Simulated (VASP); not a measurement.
Be: relaxation of cell and atoms with LDA

Be:

```
CELL_PARAMETERS angstrom
-1.25312 1.25312 1.25312
1.25312 -1.25312 1.25312
1.25312 1.25312 -1.25312
ATOMIC_POSITIONS crystal
Be 0.00000 0.00000 0.00000
```

```yaml
Program: VASP 6.6.1
Task: relaxation of cell and atoms
Functional: LDA
Potentials_or_basis: VASP PAW LDA potentials, release 64 (Be)
Cutoff: 600 eV
k_mesh: 15 × 15 × 15
Occupations: gaussian, width 0.01 eV
Spin: no spin polarisation
Dipole_correction: no
Further_INCAR_settings: ALGO = Normal; EDIFF = 1e-06; IBRION = 2; EDIFFG = -0.01; NSW = 60; ISIF = 3
```

The relaxed volume is 7.49 Å³/atom. The relaxed cell is a = 2.134 Å, b = 2.134 Å, c = 2.134 Å, α = 109.47°, β = 109.47°, γ = 109.47° and the space group after relaxing (to 0.05 Å) is Im-3m (No. 229). The energy gained by relaxing is 7.7 meV/atom and the ionic steps are 3. The pressure after relaxing is 0.0 GPa and the band gap on the k mesh is zero (band 1 reaches 11.20 eV, above the bottom of band 2 at 6.67 eV).

The path:
```tsv
step	energy change (eV)	largest force (eV/Å)	pressure (GPa)	volume (Å³)
1	0.0000	0.0000	-6.13	7.87
2	-0.0075	0.0000	-0.84	7.53
3	-0.0077	0.0000	-0.01	7.49
```

Final structure:
```xyz
1
Lattice="-1.2323 1.2323 1.2323 1.2323 -1.2323 1.2323 1.2323 1.2323 -1.2323" Properties=species:S:1:pos:R:3 pbc="T T T"
Be    0.0000    0.0000    0.0000
```

Levels at points of the mesh, in eV from the Fermi level:
| k point | band 1 | band 2 | band 3 | band 4 | band 5 |
| --- | --- | --- | --- | --- | --- |
| (0.00, 0.00, 0.00) | -12.25 | 19.91 | 19.91 | 19.91 | 31.86 |

Run time: 9 s on 1 thread of AMD EPYC 7R13, on a shared host, peak memory 0.08 GiB.
